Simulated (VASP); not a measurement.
# TePb (I4/mmm) in VASP: notebook, part 2 of 2

VASP 6.6.1. Earlier steps stand in the parts before.

## 4. Single point, PBE

The input, INCAR:

```
SYSTEM = TePb
PREC = Accurate ; ENCUT = 500
EDIFF = 1E-6 ; ISMEAR = 0
SIGMA = 0.02 ; LREAL = .False.
LASPH = .True. ; NELM = 120
ALGO = Normal ; ISIF = 2
LWAVE = .False. ; LCHARG = .False.
GGA = PE ; NBANDS = 28
GGA_COMPAT = .False.
```

The input, KPOINTS:

```
Automatic mesh
0
Gamma
  6 6 4
  0 0 0
```

The input, POSCAR:

```
TePb
1.0
    4.5788739118      0.0000000000      0.0000000000
    0.0000000000      4.5788739118      0.0000000000
    0.0000000000      0.0000000000      6.6843422326
Te Pb
2 2
Direct
    0.0000000000      0.0000000000      0.0000000000
    0.5000000000      0.5000000000      0.5000000000
    0.5000000000      0.5000000000      0.0000000000
    0.0000000000      0.0000000000      0.5000000000
```

Potentials or basis: VASP PAW PBE potentials, release 64 (Te, Pb_d).

Run with:

```
$ cat potpaw_PBE.64/Te/POTCAR potpaw_PBE.64/Pb_d/POTCAR > POTCAR
$ mpirun -np 1 vasp_std > vasp.out
```

OUTCAR:

```text
SYSTEM = TePb
   PREC = Accurate
   ENCUT = 500
   EDIFF = 1E-6
   ISMEAR = 0
   LREAL = .False.
   LASPH = .True.
   NELM = 120
   ISIF = 2
   GGA = PE

 ion  position               nearest neighbor table
   1  0.000  0.000  0.000-   3 3.24   3 3.24   3 3.24   3 3.24   4 3.34   4 3.34
   2  0.500  0.500  0.500-   4 3.24   4 3.24   4 3.24   4 3.24   3 3.34   3 3.34
   3  0.500  0.500  0.000-   1 3.24   1 3.24   1 3.24   1 3.24   2 3.34   2 3.34
   4  0.000  0.000  0.500-   2 3.24   2 3.24   2 3.24   2 3.24   1 3.34   1 3.34

  LATTYP: Found a simple tetragonal cell.
 ALAT       =     4.5788739118
 C/A-ratio  =     1.4598222972

  Lattice vectors:

 A1 = (   4.5788739118,   0.0000000000,   0.0000000000)
 A2 = (   0.0000000000,   4.5788739118,   0.0000000000)
 A3 = (   0.0000000000,   0.0000000000,   6.6843422326)

Analysis of symmetry for initial positions (statically):
=====================================================================
 Subroutine PRICEL returns following result:

  LATTYP: Found a body centered tetragonal cell.
 ALAT       =     4.5788739118
 C/A-ratio  =     1.4598222972

[... 183 lines left out ...]
  ext. energy  EPLUGINS =         0.00000000
  ---------------------------------------------------
  free energy    TOTEN  =       -15.01421340 eV

  energy without entropy =      -15.01421340  energy(sigma->0) =      -15.01421340

 E-fermi :   5.2845     XC(G=0):  -9.1289

 val. band max:        5.1628086614   @ k =   0.5000   0.0000   0.5000
 cond. band min:       5.9292467464   @ k =   0.5000   0.0000   0.5000
 fundamental gap:      0.7664380851
 Fermi energy:         5.2844510518

 k-point     1 :       0.0000    0.0000    0.0000
  band No.  band energies     occupation
      1     -11.5776      2.00000
      2     -11.5317      2.00000
      3     -11.5199      2.00000
      4     -11.5199      2.00000
      5     -11.5161      2.00000
      6     -11.5149      2.00000
[... 733 lines left out ...]
     27      13.4852      0.00000
     28      13.4852      0.00000

 [... further k-points ...]
[... 5 lines left out ...]
  --------------------------------------------------------------------------------------
  -------------------------------------------------------------------------------------
  Total        1.3295948      1.3295948     -1.2494485      0.0000000      0.0000000     -0.0000000
  in kB       15.2003587     15.2003587    -14.2841006      0.0000000      0.0000000     -0.0000000
  external PRESSURE =       5.3722056 kB  Pullay stress =       0.0000000 kB

 VOLUME and BASIS-vectors are now :
 -----------------------------------------------------------------------------
  energy-cutoff  :      500.00
  volume of cell :      140.14
      direct lattice vectors                 reciprocal lattice vectors
     4.578873912  0.000000000  0.000000000     0.218394308  0.000000000  0.000000000
     0.000000000  4.578873912  0.000000000     0.000000000  0.218394308  0.000000000
     0.000000000  0.000000000  6.684342233     0.000000000  0.000000000  0.149603351

 POSITION                                       TOTAL-FORCE (eV/Angst)
 -----------------------------------------------------------------------------------
      0.00000      0.00000      0.00000         0.000000      0.000000     -0.000000
      2.28944      2.28944      3.34217         0.000000      0.000000      0.000000
      2.28944      2.28944      0.00000        -0.000000     -0.000000      0.000000
      0.00000      0.00000      3.34217         0.000000      0.000000      0.000000
 -----------------------------------------------------------------------------------
    total drift:                                0.000000      0.000000      0.000000

  FREE ENERGIE OF THE ION-ELECTRON SYSTEM (eV)
  ---------------------------------------------------
  free  energy   TOTEN  =       -15.0142133968 eV

  energy  without entropy=      -15.0142133968  energy(sigma->0) =      -15.01421340
```

OSZICAR:

```text
N       E                     dE             d eps       ncg     rms          rms(c)
DAV:   1     0.372253893584E+03    0.37225E+03   -0.17378E+04  1680   0.135E+03
DAV:   2     0.217801033430E+02   -0.35047E+03   -0.34061E+03  1696   0.361E+02
DAV:   3    -0.137182243622E+02   -0.35498E+02   -0.34731E+02  2192   0.133E+02
DAV:   4    -0.152263452359E+02   -0.15081E+01   -0.15044E+01  2096   0.299E+01
DAV:   5    -0.152934715611E+02   -0.67126E-01   -0.67120E-01  2152   0.627E+00    0.441E+00
DAV:   6    -0.150167328009E+02    0.27674E+00   -0.59265E-01  2288   0.450E+00    0.279E+00
DAV:   7    -0.150117191888E+02    0.50136E-02   -0.22358E-01  2244   0.190E+00    0.114E+00
DAV:   8    -0.150137402546E+02   -0.20211E-02   -0.25337E-02  1916   0.122E+00    0.360E-01
DAV:   9    -0.150141998997E+02   -0.45965E-03   -0.23663E-03  2036   0.388E-01    0.847E-02
DAV:  10    -0.150141864150E+02    0.13485E-04   -0.48374E-04  2032   0.165E-01    0.366E-02
DAV:  11    -0.150142239371E+02   -0.37522E-04   -0.25048E-04  2040   0.102E-01    0.543E-02
DAV:  12    -0.150142160272E+02    0.79099E-05   -0.25606E-05  1740   0.277E-02    0.305E-02
DAV:  13    -0.150142144507E+02    0.15764E-05   -0.30752E-06  1608   0.818E-03    0.151E-02
DAV:  14    -0.150142133954E+02    0.10554E-05   -0.39398E-06  1400   0.170E-02    0.391E-03
DAV:  15    -0.150142133968E+02   -0.13797E-08   -0.11485E-06  1000   0.489E-03
   1 F= -.15014213E+02 E0= -.15014213E+02  d E =-.269559E-19
```

stdout:

```text
POSCAR found type information on POSCAR TePb
 POSCAR found :  2 types and       4 ions
 scaLAPACK will be used
 LDA part: xc-table for (Slater+PW92), standard interpolation
 POSCAR, INCAR and KPOINTS ok, starting setup
 FFT: planning ... GRIDC
 FFT: planning ... GRID_SOFT
 FFT: planning ... GRID
 WAVECAR not read
 entering main loop
```

It took 2.3 min on 1 thread of Intel Xeon 8259CL, shared host; peak memory 0.3 GiB.

Results:

* Free energy: -15.0142 eV
* Pressure: 0.5 GPa
* Band gap on the k mesh: 0.77 eV

Stress tensor (GPa, compression positive):
```
 1.52  0.00  0.00
 0.00  1.52  0.00
 0.00  0.00 -1.43
```

Caveat: spin-orbit coupling is left out, which moves the levels of the heavy elements.

## 5. Overview

```csv
cell,k mesh,smearing,gap on the mesh (eV),pressure (GPa)
"a = 4.579, b = 4.579, c = 6.684 Å, 4 atoms",4 × 4 × 4,gaussian 0.1 eV,0.77,0.5
"a = 4.579, b = 4.579, c = 6.590 Å, 4 atoms",6 × 6 × 4,gaussian 0.02 eV,0.77,1.1
"a = 4.579, b = 4.579, c = 6.684 Å, 4 atoms",6 × 6 × 4,gaussian 0.02 eV,0.77,0.5
```

Alike in all rows: task single point; level PBE; potentials or basis VASP PAW PBE potentials, release 64 (Te, Pb_d); no spin polarisation; cutoff (eV) 500.

Caveats: spin-orbit coupling is left out, which moves the levels of the heavy elements.

Absolute energies hang on the potentials; compare differences alone.
